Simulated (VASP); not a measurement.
Here is a VASP 6.6.1 calculation.

INCAR

```
SYSTEM = Cs
PREC     = Accurate       ! precision mode
ENCUT    = 520            ! plane-wave cutoff, eV
EDIFF    = 1E-8           ! SCF threshold, eV
ISMEAR   = -1             ! smearing method
SIGMA    = 0.05           ! smearing width, eV
LREAL    = .False.        ! projectors in reciprocal space
LASPH    = .True.         ! aspherical terms in the spheres
NELM     = 80             ! most SCF steps
ALGO     = Normal         ! electronic algorithm
ISIF     = 2              ! what is computed and relaxed
LWAVE    = .False.        ! write WAVECAR
LCHARG   = .False.        ! write CHGCAR
LEFG     = .True.       
NBANDS   = 10             ! bands
```

File KPOINTS:

```
Automatic mesh
0
Gamma
  9 9 9
  0 0 0
```

Contents of POSCAR:

```
Cs
1.0
   -3.0527250000      3.0225000000      3.0225000000
    3.0225000000     -3.0527250000      3.0225000000
    3.0225000000      3.0225000000     -3.0527250000
Cs
1
Direct
    0.0000000000      0.0000000000      0.0000000000
```

Potentials or basis: VASP PAW LDA potentials, release 64 (Cs_sv).

Command:

```sh
$ cat potpaw_LDA.64/Cs_sv/POTCAR > POTCAR
$ mpirun -np 1 vasp_std > vasp.out
```

(1) What does it give for the pressure?

## Answers

(1) -0.3 GPa.

Caveat: the cell differs from its parent crystal (equal xy, yz and zx shear strains of -1 %); without QUAD_EFG the Cq values of the log hold for a quadrupole moment of 1 mb, not for the nuclei.
